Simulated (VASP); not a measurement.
A run of VASP 6.6.1:

INCAR

```
SYSTEM = Cu26W
PREC = Accurate
ENCUT = 520
EDIFF = 1E-6
ISMEAR = 1
SIGMA = 0.1
LREAL = Auto
LASPH = .True.
NELM = 80
ALGO = Normal
ISIF = 2
LWAVE = .False.
LCHARG = .False.
GGA = PS
NBANDS = 169
```

KPOINTS

```
regular mesh
0
Gamma
  4 4 4
  0 0 0
```

The input POSCAR:

```
Cu26W
1.0
    0.0000000000      5.3454650035      5.3454650035
    5.3454650035      0.0000000000      5.3454650035
    5.3454650035      5.3454650035      0.0000000000
W Cu
1 26
Direct
    0.0000000000      0.0000000000      0.0000000000
    0.0000000000      0.0000000000      0.3365483205
    0.0000000000      0.0000000000      0.6634516795
    0.0000000000      0.3365483205      0.0000000000
   -0.0000092356      0.3333364119      0.3333364119
    0.0000000000      0.3365483205      0.6634516795
    0.0000000000      0.6634516795      0.0000000000
    0.0000000000      0.6634516795      0.3365483205
    0.0000092356      0.6666635881      0.6666635881
    0.3365483205      0.0000000000      0.0000000000
    0.3333364119     -0.0000092356      0.3333364119
    0.3365483205      0.0000000000      0.6634516795
    0.3333364119      0.3333364119     -0.0000092356
    0.3333364119      0.3333364119      0.3333364119
    0.3338926235      0.3338926235      0.6661073765
    0.3365483205      0.6634516795      0.0000000000
    0.3338926235      0.6661073765      0.3338926235
    0.3338926235      0.6661073765      0.6661073765
    0.6634516795      0.0000000000      0.0000000000
    0.6634516795      0.0000000000      0.3365483205
    0.6666635881      0.0000092356      0.6666635881
    0.6634516795      0.3365483205      0.0000000000
    0.6661073765      0.3338926235      0.3338926235
    0.6661073765      0.3338926235      0.6661073765
    0.6666635881      0.6666635881      0.0000092356
    0.6661073765      0.6661073765      0.3338926235
    0.6666635881      0.6666635881      0.6666635881
```

Potentials or basis: VASP PAW PBE potentials, release 64 (W_sv, Cu).

Command:

```bash
$ cat potpaw_PBE.64/W_sv/POTCAR potpaw_PBE.64/Cu/POTCAR > POTCAR
$ mpirun -np 1 vasp_std > vasp.out
```

Hardware: 1 thread of Intel(R) Xeon(R) Platinum 8375C CPU @ 2.90GHz (Ice Lake), on a shared host.

Task: How long does it take, and how much memory?

Result: Run time: 25 min on 1 thread of Intel(R) Xeon(R) Platinum 8375C CPU @ 2.90GHz (Ice Lake), with other jobs on the host, peak memory 0.61 GiB. Counts: scf iterations 20, k points 8.
